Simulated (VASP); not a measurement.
# NbTe (Pm-3m) in VASP: further runs, part 2 of 2

VASP 6.6.1.

**5. Relaxation of cell and atoms, PBE**

This run uses another cell than the first one, of 25.36 Å³/atom, 1.256 times its volume.

File INCAR:

```
PREC = Accurate
ENCUT = 600
EDIFF = 1E-6
ISMEAR = 0
SIGMA = 0.1
LREAL = False
LASPH = True
NELM = 60
ALGO = Normal
ISIF = 3
LWAVE = False
LCHARG = False
GGA = PE
IBRION = 2
NSW = 90
EDIFFG = -0.04
```

File KPOINTS:

```
Automatic mesh
0
Gamma
  6 6 6
```

File POSCAR:

```
NbTe
1.0
    3.7014677400      0.0000000000      0.0000000000
    0.0000000000      3.7014677400      0.0000000000
    0.0000000000      0.0000000000      3.7014677400
Nb Te
1 1
Direct
    0.5000000000      0.5000000000      0.5000000000
    0.0000000000      0.0000000000      0.0000000000
```

Potentials or basis: VASP PAW PBE potentials, release 64 (Nb_sv, Te).

Launch:

```
$ cat potpaw_PBE.64/Nb_sv/POTCAR potpaw_PBE.64/Te/POTCAR > POTCAR
$ mpirun -np 1 vasp_std > vasp.out
```

OUTCAR:

```text
PREC = Accurate
   ENCUT = 600
   EDIFF = 1E-6
   ISMEAR = 0
   LREAL = False
   LASPH = True
   NELM = 60
   ISIF = 3
   GGA = PE
   IBRION = 2
   NSW = 90
   EDIFFG = -0.04

 ion  position               nearest neighbor table
   1  0.500  0.500  0.500-   2 3.21   2 3.21   2 3.21   2 3.21   2 3.21   2 3.21   2 3.21   2 3.21

   2  0.000  0.000  0.000-   1 3.21   1 3.21   1 3.21   1 3.21   1 3.21   1 3.21   1 3.21   1 3.21

  LATTYP: Found a simple cubic cell.
 ALAT       =     3.7014677400

  Lattice vectors:

 A1 = (   3.7014677400,   0.0000000000,   0.0000000000)
 A2 = (   0.0000000000,   3.7014677400,   0.0000000000)
 A3 = (   0.0000000000,   0.0000000000,   3.7014677400)

Analysis of symmetry for initial positions (statically):
=====================================================================
 Subroutine PRICEL returns:
 Original cell was already a primitive cell.

 Routine SETGRP: Setting up the symmetry group for a
 simple cubic supercell.

 Subroutine GETGRP returns: Found 48 space group operations
 (whereof 48 operations were pure point group operations)
 out of a pool of 48 trial point group operations.

The static configuration has the point symmetry O_h .

Analysis of symmetry for dynamics (positions and initial velocities):
=====================================================================
 Subroutine PRICEL returns:
 Original cell was already a primitive cell.

 Routine SETGRP: Setting up the symmetry group for a
 simple cubic supercell.

 Subroutine GETGRP returns: Found 48 space group operations
 (whereof 48 operations were pure point group operations)
 out of a pool of 48 trial point group operations.

The dynamic configuration has the point symmetry O_h .

 Subroutine INISYM returns: Found 48 space group operations
 (whereof 48 operations are pure point group operations),
 and found     1 'primitive' translations

----------------------------------------------------------------------------------------

                                     Primitive cell

  volume of cell :      50.7133
[... 97 lines left out ...]
   EMIN   =  10.00;   EMAX   =-10.00  energy-range for DOS
   EFERMI =   0.00;   METHOD = LEGACY
   ISMEAR =     0;   SIGMA  =   0.10  broadening in eV -4-tet -1-fermi 0-gaus
   EFERMI_NEDOS =   21; number of points for ismear=-14 and -15
   IALGO  =     38    algorithm
   IMIX   =      4    mixing-type and parameters
     AMIX     =   0.40;   BMIX     =  1.00
     AMIX_MAG =   1.60;   BMIX_MAG =  1.00
  volume/ion in A,a.u.               =      25.36       171.12
  Fermi-wavevector in a.u.,A,eV,Ry     =   1.180190  2.230236 18.950865  1.392849
  Thomas-Fermi vector in A             =   2.316487
   LORBIT       =      0    0 simple, 1 ext, 2 COOP (PROOUT), +10 PAW based schemes
   GGA     = PE    functional components
   LHFCALC =     F    Hartree Fock is set to
   AEXX    =    0.0000 exact exchange contribution
   IVDW    =     0    specifies the selected vdW correction
   LEPSILON=     F    determine dielectric tensor
   LRPA    =     F    only Hartree local field effects (RPA)
 conjugate gradient relaxation of ions
 non-spin polarized calculation
 Gauss-broadening in eV      SIGMA  =   0.10
  energy-cutoff  :      600.00
  volume of cell :       50.71
 maximum number of plane-waves:      1743
 NGX is ok and might be reduce to    30
   NGX = 15   NGY = 15   NGZ = 15

--------------------------------------- Ionic step        1  -------------------------------------------

 number of electron      19.0000000 magnetization

 Free energy of the ion-electron system (eV)
  ---------------------------------------------------
  ext. energy  EPLUGINS =         0.00000000
  ---------------------------------------------------
  free energy    TOTEN  =       -12.73085347 eV

  energy without entropy =      -12.69316612  energy(sigma->0) =      -12.71200979

 E-fermi :   8.8573     XC(G=0): -10.6966

 val. band max:        8.8529991940   @ k =   0.5000   0.3333   0.0000
 cond. band min:       8.9042153668   @ k =   0.1667   0.1667   0.0000
 fundamental gap:      0.0512161728
 Fermi energy:         8.8572658151

 k-point     1 :       0.0000    0.0000    0.0000
  band No.  band energies     occupation
      1     -46.8495      2.00000
      2     -22.8299      2.00000
      3     -22.8299      2.00000
      4     -22.8299      2.00000
      5      -4.1073      2.00000
      6       7.0036      2.00000
      7       7.0036      2.00000
      8       7.5588      2.00000
      9       7.5588      2.00000
     10       7.5588      2.00000
     11       9.5800      0.00000
     12       9.5800      0.00000
     13       9.9243      0.00000
[... 409 lines left out ...]
--------------------------------------- Ionic step        4  -------------------------------------------

 number of electron      18.9999999 magnetization

 Free energy of the ion-electron system (eV)
  ---------------------------------------------------
  ext. energy  EPLUGINS =         0.00000000
  ---------------------------------------------------
  free energy    TOTEN  =       -13.46246324 eV

  energy without entropy =      -13.43724197  energy(sigma->0) =      -13.44985261

 E-fermi :  11.9904     XC(G=0): -11.8016

 val. band max:       11.9766358512   @ k =   0.5000   0.3333   0.0000
 cond. band min:      12.0413984232   @ k =   0.5000   0.3333   0.3333
 fundamental gap:      0.0647625721
 Fermi energy:        11.9903655487

 k-point     1 :       0.0000    0.0000    0.0000
  band No.  band energies     occupation
      1     -43.2632      2.00000
      2     -19.2721      2.00000
      3     -19.2721      2.00000
      4     -19.2721      2.00000
      5      -2.3403      2.00000
      6       9.3822      2.00000
      7       9.3822      2.00000
      8      10.8150      2.00000
      9      10.8150      2.00000
     10      10.8150      2.00000
     11      13.0790      0.00000
     12      13.0790      0.00000
     13      13.0790      0.00000
[... 331 lines left out ...]
  FREE ENERGIE OF THE ION-ELECTRON SYSTEM (eV)
  ---------------------------------------------------
  free  energy   TOTEN  =       -13.4624632431 eV

  energy  without entropy=      -13.4372419712  energy(sigma->0) =      -13.44985261

 reached required accuracy - stopping structural energy minimisation
```

Run time: 1.9 min. Hardware: 1 thread of AMD EPYC 7R13, shared host; peak memory 0.16 GiB.

What came out:

* Free energy: -13.4625 eV
* Relaxed volume: 20.15 Å³/atom
* Relaxed cell: a = 3.428 Å, b = 3.428 Å, c = 3.428 Å, α = 90.00°, β = 90.00°, γ = 90.00°
* Space group after relaxing (to 0.05 Å): Pm-3m (No. 221)
* Energy gained by relaxing: 365.8 meV/atom
* Ionic steps: 4
* Pressure after relaxing: -0.3 GPa

The path:
| step | energy change (eV) | largest force (eV/Å) | pressure (GPa) | volume (Å³) |
| --- | --- | --- | --- | --- |
| 1 | 0.0000 | 0.0000 | -17.70 | 50.71 |
| 2 | 0.0958 | 0.0000 | 43.15 | 32.81 |
| 3 | -0.7304 | 0.0000 | -1.16 | 40.56 |
| 4 | -0.7316 | 0.0000 | -0.31 | 40.29 |

Final structure:
```
CELL_PARAMETERS angstrom
3.42833 0.00000 0.00000
0.00000 3.42833 0.00000
0.00000 0.00000 3.42833
ATOMIC_POSITIONS crystal
Nb 0.50000 0.50000 0.50000
Te 0.00000 0.00000 0.00000
```

Caveat: the volume moved by over 15 % at a fixed basis, so the end points are rough; spin-orbit coupling is left out, which moves the levels of the heavy elements.

**6. Single point, PBE, collinear spin, ferromagnetic start**

This run uses another cell than the first one, of 20.10 Å³/atom, 0.996 times its volume.

File INCAR:

```
SYSTEM = NbTe
ALGO = Normal ; EDIFF = 1E-6
ENCUT = 520 ; GGA = PE
ISIF = 2 ; ISMEAR = 0
ISPIN = 2 ; LASPH = .TRUE.
LCHARG = .FALSE. ; LMAXMIX = 4
LORBIT = 11 ; LREAL = .FALSE.
LWAVE = .FALSE. ; MAGMOM = 0.53 0
NBANDS = 20 ; NELM = 150
PREC = Accurate ; SIGMA = 0.1
```

File KPOINTS:

```
k-points
0
G
  16 16 16
  0 0 0
```

File POSCAR:

```
NbTe
1.0
    3.4257015658      0.0000000000      0.0000000000
    0.0000000000      3.4257015658      0.0000000000
    0.0000000000      0.0000000000      3.4257015658
Nb Te
1 1
Direct
    0.5000000000      0.5000000000      0.5000000000
    0.0000000000      0.0000000000      0.0000000000
```

Potentials or basis: VASP PAW PBE potentials, release 64 (Nb_sv, Te).

Launch:

```
$ cat potpaw_PBE.64/Nb_sv/POTCAR potpaw_PBE.64/Te/POTCAR > POTCAR
$ mpirun -np 1 vasp_std > vasp.out
```

Wall time 7.2 min (1 thread of AMD EPYC 7R13, shared host); peak memory 0.3 GiB.

It converged, with:

```
Free energy                                           : -13.4999 eV
Pressure                                              : -0.2 GPa
Net moment                                            : 0.00 μB per cell
Valence electrons inside the program's atomic spheres : Nb 10.62; Te 3.45
```

Levels at points of the mesh, in eV from the Fermi level:
Spin up:
```csv
k point,band 7,band 8,band 9,band 10,band 11,band 12,band 13,band 14
"(0.00, 0.00, 0.00)",-2.67,-1.21,-1.21,-1.21,1.04,1.04,1.04,3.55
"(0.50, 0.00, 0.00)",-2.82,-2.82,-1.92,1.19,2.25,4.51,4.76,4.76
"(0.50, 0.50, 0.00)",-5.55,-2.63,-0.38,-0.38,0.60,1.19,2.47,4.03
"(0.50, 0.50, 0.50)",-6.44,-6.44,2.04,2.04,2.04,2.58,2.58,4.80
```
Spin down:
```
           k point  band 7  band 8  band 9  band 10  band 11  band 12  band 13  band 14
(0.00, 0.00, 0.00)   -2.67   -1.21   -1.21    -1.21     1.04     1.04     1.04     3.55
(0.50, 0.00, 0.00)   -2.81   -2.81   -1.92     1.19     2.25     4.51     4.76     4.76
(0.50, 0.50, 0.00)   -5.55   -2.62   -0.38    -0.38     0.60     1.19     2.47     4.03
(0.50, 0.50, 0.50)   -6.44   -6.44    2.04     2.04     2.04     2.58     2.58     4.80
```

Caveat: spin-orbit coupling is left out, which moves the levels of the heavy elements.

**7. Overview**

```tsv
task	spin	cell	k mesh	cutoff (eV)	gap on the mesh (eV)	pressure (GPa)	moment (μB)
single point	off	a = 3.431 Å, 2 atoms	6 × 6 × 6	520	none	-0.6	-
single point	off	a = 3.701 Å, 2 atoms	6 × 6 × 6	520	none	-17.7	-
single point	collinear, ferromagnetic start	a = 3.431 Å, 2 atoms	6 × 6 × 6	520	none	-0.1	0.64
relaxation of cell and atoms	off	relaxed from a = 3.701 Å, 2 atoms	6 × 6 × 6	600	none	-0.3	-
single point	collinear, ferromagnetic start	a = 3.426 Å, 2 atoms	16 × 16 × 16	520	none	-0.2	0.00
```

Alike in all rows: level PBE; potentials or basis VASP PAW PBE potentials, release 64 (Nb_sv, Te); smearing gaussian 0.1 eV.

Caveats: spin-orbit coupling is left out, which moves the levels of the heavy elements; the volume moved by over 15 % at a fixed basis, so the end points are rough (some runs).

Absolute energies hang on the potentials; compare differences alone.
